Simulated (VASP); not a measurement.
# BN (P6_3/mmc) in VASP: a series of runs

The runs below take BN through single point, with PBE.

All numbers are computed with VASP 6.6.1; they aren't measurements. Logs are shortened: lines on timing, memory, paths and dates and some standing lists are left out, and cuts for length are marked.

### Step 1. The cell of the first run

The structure is hexagonal, space group P6_3/mmc (No. 194). The conventional cell has a = 2.504 Å, b = 2.504 Å, c = 6.661 Å, α = 90.00°, β = 90.00°, γ = 120.00°. Within 1.9 Å of B (site symmetry -6m2) lie 3 N at 1.45 Å. Within 1.9 Å of N (site symmetry -6m2) lie 3 B at 1.45 Å.

### Step 2. Single point, PBE

File INCAR:

```
PREC = Accurate ; ENCUT = 600
EDIFF = 1E-6 ; ISMEAR = 0
SIGMA = 0.01 ; LREAL = False
LASPH = True ; NELM = 120
ALGO = Normal ; ISIF = 2
LWAVE = False ; LCHARG = True
GGA = PE ; LELF = True
LVHAR = True ; NBANDS = 16
GGA_COMPAT = False
```

File KPOINTS:

```
Automatic mesh
0
Gamma
  3 3 2
```

File POSCAR:

```
BN
1.0
    2.5040000000      0.0000000000      0.0000000000
   -1.2520000000      2.1685276111      0.0000000000
    0.0000000000      0.0000000000      6.6610000000
B N
2 2
Direct
    0.3333333333      0.6666666667      0.2500000000
    0.6666666667      0.3333333333      0.7500000000
    0.6666666667      0.3333333333      0.2500000000
    0.3333333333      0.6666666667      0.7500000000
```

Potentials or basis: VASP PAW PBE potentials, release 64 (B, N).

Run with:

```bash
$ cat potpaw_PBE.64/B/POTCAR potpaw_PBE.64/N/POTCAR > POTCAR
$ mpirun -np 1 vasp_std > vasp.out
```

OUTCAR:

```text
PREC = Accurate
   ENCUT = 600
   EDIFF = 1E-6
   ISMEAR = 0
   LREAL = False
   LASPH = True
   NELM = 120
   ISIF = 2
   GGA = PE

 ion  position               nearest neighbor table
   1  0.333  0.667  0.250-   3 1.45   3 1.45   3 1.45
   2  0.667  0.333  0.750-   4 1.45   4 1.45   4 1.45
   3  0.667  0.333  0.250-   1 1.45   1 1.45   1 1.45
   4  0.333  0.667  0.750-   2 1.45   2 1.45   2 1.45

  LATTYP: Found a hexagonal cell.
 ALAT       =     2.5040000000
 C/A-ratio  =     2.6601437700

  Lattice vectors:

 A1 = (   2.5040000000,   0.0000000000,   0.0000000000)
 A2 = (  -1.2520000000,   2.1685276111,   0.0000000000)
 A3 = (   0.0000000000,   0.0000000000,   6.6610000000)

Analysis of symmetry for initial positions (statically):
=====================================================================
 Subroutine PRICEL returns:
 Original cell was already a primitive cell.

 Routine SETGRP: Setting up the symmetry group for a
 hexagonal supercell.

 Subroutine GETGRP returns: Found 24 space group operations
 (whereof 12 operations were pure point group operations)
 out of a pool of 24 trial point group operations.

The static configuration has the point symmetry D_3d.
 The point group associated with its full space group is D_6h.

Analysis of symmetry for dynamics (positions and initial velocities):
=====================================================================
 Subroutine PRICEL returns:
 Original cell was already a primitive cell.

 Routine SETGRP: Setting up the symmetry group for a
 hexagonal supercell.

 Subroutine GETGRP returns: Found 24 space group operations
 (whereof 12 operations were pure point group operations)
 out of a pool of 24 trial point group operations.

The dynamic configuration has the point symmetry D_3d.
 The point group associated with its full space group is D_6h.

 Subroutine INISYM returns: Found 24 space group operations
 (whereof 12 operations are pure point group operations),
 and found     1 'primitive' translations

----------------------------------------------------------------------------------------

                                     Primitive cell

  volume of cell :      36.1692

  direct lattice vectors                    reciprocal lattice vectors
     2.504000000  0.000000000  0.000000000     0.399361022  0.230571194  0.000000000
    -1.252000000  2.168527611  0.000000000     0.000000000  0.461142388  0.000000000
     0.000000000  0.000000000  6.661000000     0.000000000  0.000000000  0.150127608

  length of vectors
     2.504000000  2.504000000  6.661000000     0.461142388  0.461142388  0.150127608

  position of ions in fractional coordinates (direct lattice)
     0.333333333  0.666666667  0.250000000
     0.666666667  0.333333333  0.750000000
     0.666666667  0.333333333  0.250000000
     0.333333333  0.666666667  0.750000000

  ion indices of the primitive-cell ions
   primitive index   ion index
                 1           1
                 2           2
                 3           3
                 4           4

----------------------------------------------------------------------------------------

 KPOINTS: Automatic mesh

Automatic generation of k-mesh.
 Grid dimensions read from file:
 generate k-points for:    3    3    2

 Generating k-lattice:

  Cartesian coordinates                     Fractional coordinates (reciprocal lattice)
     0.133120341  0.076857065  0.000000000     0.333333333  0.000000000  0.000000000
     0.000000000  0.153714129  0.000000000     0.000000000  0.333333333  0.000000000
     0.000000000  0.000000000  0.075063804     0.000000000  0.000000000  0.500000000

  Length of vectors
     0.153714129  0.153714129  0.075063804

  Shift w.r.t. Gamma in fractional coordinates (k-lattice)
     0.000000000  0.000000000  0.000000000

 Subroutine IBZKPT returns following result:
 ===========================================

 Found      6 irreducible k-points:

 Following reciprocal coordinates:
            Coordinates               Weight
  0.000000  0.000000  0.000000      1.000000
  0.333333  0.000000  0.000000      6.000000
  0.333333  0.333333  0.000000      2.000000
  0.000000  0.000000  0.500000      1.000000
  0.333333  0.000000  0.500000      6.000000
  0.333333  0.333333  0.500000      2.000000
   k-points           NKPTS =      6   k-points in BZ     NKDIM =      6   number of bands    NBANDS=     16
   number of dos      NEDOS =    301   number of ions     NIONS =      4
   total plane-waves  NPLWV =  21600
   dimension x,y,z NGX =    20 NGY =   20 NGZ =   54
   dimension x,y,z NGXF=    40 NGYF=   40 NGZF=  108
   ions per type =               2   2
   NGX,Y,Z   is equivalent  to a cutoff of  13.28, 13.28, 13.48 a.u.
   NGXF,Y,Z  is equivalent  to a cutoff of  26.56, 26.56, 26.95 a.u.
 SYSTEM =  unknown system
   PREC   = accura    normal or accurate (medium, high low for compatibility)
   ISTART =      0    job   : 0-new  1-cont  2-samecut
   ICHARG =      2    charge: 1-file 2-atom 10-const
   ISPIN  =      1    spin polarized calculation?
   LNONCOLLINEAR =      F non collinear calculations
   LSORBIT =      F    spin-orbit coupling
   LASPH  =      T    aspherical Exc in radial PAW
   ENCUT  =  600.0 eV  44.10 Ry    6.64 a.u.   5.00  5.00 13.30*2*pi/ulx,y,z
   NELM   =    120;   NELMIN=  2; NELMDL= -5     # of ELM steps
   EDIFF  = 0.1E-05   stopping-criterion for ELM
   LREAL  =      F    real-space projection
   EDIFFG = 0.1E-04   stopping-criterion for IOM
   NSW    =      0    number of steps for IOM
   IBRION =     -1    ionic relax: 0-MD 1-quasi-New 2-CG
   NFREE  =      0    steps in history (QN), initial steepest desc. (CG)
   ISIF   =      2    stress and relaxation
   ISYM   =      2    0-nonsym 1-usesym 2-fastsym
   POTIM  = 0.5000    time-step for ionic-motion
   TEBEG  =    0.0;   TEEND  =   0.0 temperature during run
   PSTRESS=    0.0 pullay stress
   NELECT =      16.0000    total number of electrons
   NUPDOWN=      -1.0000    fix difference up-down
   EMIN   =  10.00;   EMAX   =-10.00  energy-range for DOS
   EFERMI =   0.00;   METHOD = LEGACY
   ISMEAR =     0;   SIGMA  =   0.01  broadening in eV -4-tet -1-fermi 0-gaus
   EFERMI_NEDOS =   21; number of points for ismear=-14 and -15
   IALGO  =     38    algorithm
   IMIX   =      4    mixing-type and parameters
     AMIX     =   0.40;   BMIX     =  1.00
     AMIX_MAG =   1.60;   BMIX_MAG =  1.00
  volume/ion in A,a.u.               =       9.04        61.02
  Fermi-wavevector in a.u.,A,eV,Ry     =   1.247389  2.357223 21.170385  1.555979
  Thomas-Fermi vector in A             =   2.381523
   LORBIT       =      0    0 simple, 1 ext, 2 COOP (PROOUT), +10 PAW based schemes
   GGA     = PE    functional components
   LHFCALC =     F    Hartree Fock is set to
   AEXX    =    0.0000 exact exchange contribution
   IVDW    =     0    specifies the selected vdW correction
   LEPSILON=     F    determine dielectric tensor
   LRPA    =     F    only Hartree local field effects (RPA)
 non-spin polarized calculation
 Gauss-broadening in eV      SIGMA  =   0.01
  energy-cutoff  :      600.00
  volume of cell :       36.17
 maximum number of plane-waves:      1224
 NGX is ok and might be reduce to    20
   NGX =  9   NGY =  9   NGZ = 27

 number of electron      15.9999999 magnetization

 Free energy of the ion-electron system (eV)
  ---------------------------------------------------
  ext. energy  EPLUGINS =         0.00000000
  ---------------------------------------------------
  free energy    TOTEN  =       -34.96278251 eV

  energy without entropy =      -34.96278251  energy(sigma->0) =      -34.96278251

 E-fermi :   2.4239     XC(G=0): -10.0494

 val. band max:        2.2880797860   @ k =   0.3333   0.3333   0.5000
 cond. band min:       6.8947822271   @ k =   0.3333   0.3333   0.5000
 fundamental gap:      4.6067024411
 Fermi energy:         2.4239342806

 k-point     1 :       0.0000    0.0000    0.0000
  band No.  band energies     occupation
      1     -15.5151      2.00000
      2     -15.2262      2.00000
      3      -3.9377      2.00000
      4      -1.8335      2.00000
      5       0.9624      2.00000
      6       0.9624      2.00000
      7       0.9985      2.00000
      8       0.9985      2.00000
      9       7.4892      0.00000
     10      12.5578      0.00000
     11      13.8107      0.00000
     12      13.8107      0.00000
     13      13.9316      0.00000
     14      13.9316      0.00000
     15      14.4916      0.00000
     16      15.3037      0.00000

 k-point     2 :       0.3333    0.0000    0.0000
  band No.  band energies     occupation
      1     -13.5265      2.00000
      2     -13.3193      2.00000
      3      -4.6140      2.00000
      4      -4.5347      2.00000
      5      -1.3012      2.00000
      6      -1.2410      2.00000
      7      -1.1271      2.00000
      8       0.5853      2.00000
      9       9.1560      0.00000
     10       9.9709      0.00000
     11      10.4366      0.00000
     12      12.5077      0.00000
     13      13.7167      0.00000
     14      17.4265      0.00000
     15      17.9977      0.00000
     16      20.8294      0.00000

 k-point     3 :       0.3333    0.3333    0.0000
  band No.  band energies     occupation
      1     -11.6909      2.00000
      2     -11.6909      2.00000
      3      -5.6935      2.00000
      4      -5.5355      2.00000
      5      -4.8671      2.00000
      6      -4.8671      2.00000
      7       2.2091      2.00000
      8       2.2091      2.00000
      9       7.1066      0.00000
     10       7.1066      0.00000
     11      13.0261      0.00000
     12      15.4880      0.00000
     13      15.4880      0.00000
     14      16.3344      0.00000
     15      18.8734      0.00000
     16      20.1895      0.00000

 k-point     4 :       0.0000    0.0000    0.5000
  band No.  band energies     occupation
      1     -15.3752      2.00000
      2     -15.3752      2.00000
      3      -3.0060      2.00000
      4      -3.0060      2.00000
      5       0.9805      2.00000
      6       0.9805      2.00000
      7       0.9805      2.00000
      8       0.9805      2.00000
      9       9.8505      0.00000
     10       9.8505      0.00000
     11      13.8704      0.00000
     12      13.8704      0.00000
     13      13.8704      0.00000
     14      13.8704      0.00000
     15      15.0597      0.00000
     16      15.0597      0.00000

 k-point     5 :       0.3333    0.0000    0.5000
  band No.  band energies     occupation
      1     -13.4250      2.00000
      2     -13.4250      2.00000
      3      -4.5808      2.00000
      4      -4.5808      2.00000
      5      -1.2712      2.00000
      6      -1.2712      2.00000
      7      -0.3337      2.00000
      8      -0.3337      2.00000
      9       9.3126      0.00000
     10       9.3126      0.00000
     11      12.2061      0.00000
     12      12.2061      0.00000
     13      14.5242      0.00000
     14      14.5242      0.00000
     15      20.1634      0.00000
     16      20.1635      0.00000

 k-point     6 :       0.3333    0.3333    0.5000
  band No.  band energies     occupation
      1     -11.6907      2.00000
      2     -11.6907      2.00000
      3      -5.6158      2.00000
      4      -5.6158      2.00000
      5      -4.8739      2.00000
      6      -4.8739      2.00000
      7       2.2881      2.00000
      8       2.2881      2.00000
      9       6.8948      0.00000
     10       6.8948      0.00000
     11      14.2498      0.00000
     12      14.2498      0.00000
     13      16.1571      0.00000
     14      16.1571      0.00000
     15      19.8702      0.00000
     16      19.8702      0.00000

------------------------ aborting loop because EDIFF is reached ----------------------------------------

  FORCE on cell =-STRESS in cart. coord.  units (eV):
  Direction    XX          YY          ZZ          XY          YZ          ZX
  --------------------------------------------------------------------------------------
  -------------------------------------------------------------------------------------
  Total        0.7429237      0.7429237      0.5445899      0.0000000      0.0000000      0.0000000
  in kB       32.9091072     32.9091072     24.1235637      0.0000000      0.0000000      0.0000000
  external PRESSURE =      29.9805927 kB  Pullay stress =       0.0000000 kB

 VOLUME and BASIS-vectors are now :
 -----------------------------------------------------------------------------
  energy-cutoff  :      600.00
  volume of cell :       36.17
      direct lattice vectors                 reciprocal lattice vectors
     2.504000000  0.000000000  0.000000000     0.399361022  0.230571194  0.000000000
    -1.252000000  2.168527611  0.000000000     0.000000000  0.461142388  0.000000000
     0.000000000  0.000000000  6.661000000     0.000000000  0.000000000  0.150127608

 POSITION                                       TOTAL-FORCE (eV/Angst)
 -----------------------------------------------------------------------------------
     -0.00000      1.44569      1.66525         0.000000      0.000000      0.000000
      1.25200      0.72284      4.99575        -0.000000     -0.000000      0.000000
      1.25200      0.72284      1.66525        -0.000000      0.000000      0.000000
     -0.00000      1.44569      4.99575         0.000000     -0.000000      0.000000
 -----------------------------------------------------------------------------------
    total drift:                                0.000000     -0.000000      0.000000

  FREE ENERGIE OF THE ION-ELECTRON SYSTEM (eV)
  ---------------------------------------------------
  free  energy   TOTEN  =       -34.9627825122 eV

  energy  without entropy=      -34.9627825122  energy(sigma->0) =      -34.96278251
```

Wall time 3.2 s (1 thread of Intel Xeon 6975P-C (Granite Rapids), shared host); peak memory 0.14 GiB.

What came out:

```
Free energy            : -34.9628 eV
Pressure               : 3.0 GPa
Band gap on the k mesh : 4.61 eV, direct
```

Stress tensor (GPa, compression positive):
```
3.29 0.00 0.00
0.00 3.29 0.00
0.00 0.00 2.41
```

Caveat: the k points lie up to 0.97 Å⁻¹ apart; this functional lacks dispersion, which binds the layers, so the pressure and a relaxed spacing across them are unreliable.

(Continued in part 2 of 2.)
